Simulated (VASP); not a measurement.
Write the native input for VASP 6.6.1 that does the following.

| Property | Result |
| --- | --- |
| Task | relaxation of cell and atoms |
| Functional | PBEsol |
| Potentials or basis | VASP PAW PBE potentials, release 64 (Ti_sv, H) |
| Cutoff | 600 eV |
| k mesh | 18 × 18 × 18 |
| Occupations | gaussian, width 0.1 eV |
| Spin | no spin polarisation |
| Dipole correction | no |
| Further INCAR settings | ALGO = Normal; EDIFF = 1e-06; IBRION = 2; EDIFFG = -0.005; NSW = 100; ISIF = 3 |

The structure of TiH2 lies in POSCAR:

```
TiH2
1.0
   -1.5965000000      1.5965000000      2.1335000000
    1.5965000000     -1.5965000000      2.1335000000
    1.5965000000      1.5965000000     -2.1335000000
Ti H
1 2
Direct
    0.0000000000      0.0000000000      0.0000000000
    0.7500000000      0.2500000000      0.5000000000
    0.2500000000      0.7500000000      0.5000000000
```

One way to write it, as run:

INCAR

```
SYSTEM = TiH2
PREC = Accurate ; ENCUT = 600
EDIFF = 1E-6 ; ISMEAR = 0
SIGMA = 0.1 ; LREAL = .False.
LASPH = .True. ; NELM = 100
ALGO = Normal ; ISIF = 3
LWAVE = .False. ; LCHARG = .False.
GGA = PS ; IBRION = 2
NSW = 100 ; EDIFFG = -0.005
```

KPOINTS

```
Automatic mesh
0
Gamma
  18 18 18
  0 0 0
```

Potentials or basis: VASP PAW PBE potentials, release 64 (Ti_sv, H).

Command:

```bash
$ cat potpaw_PBE.64/Ti_sv/POTCAR potpaw_PBE.64/H/POTCAR > POTCAR
$ mpirun -np 1 vasp_std > vasp.out
```

Results of the run:

```yaml
Relaxed_volume: 6.96 Å³/atom
Relaxed_cell: a = 3.054 Å, b = 3.054 Å, c = 3.054 Å, α = 117.34°, β = 117.34°, γ = 94.67°
Space_group_after_relaxing_to_0.1_Å: I4/mmm (No. 139)
Energy_gained_by_relaxing: 5.2 meV/atom
Ionic_steps: 8
Pressure_after_relaxing: 0.1 GPa
Band_gap_on_the_k_mesh: zero (bands 7 and 8 overlap by 0.71 eV)
```

Caveat: the PAW data sets were made with another functional, which shifts forces and pressure a little.

Wall time 5.1 min on 1 thread of AMD EPYC 9R45 96-Core Processor (Zen 5), with other jobs on the host, peak memory 0.27 GiB.
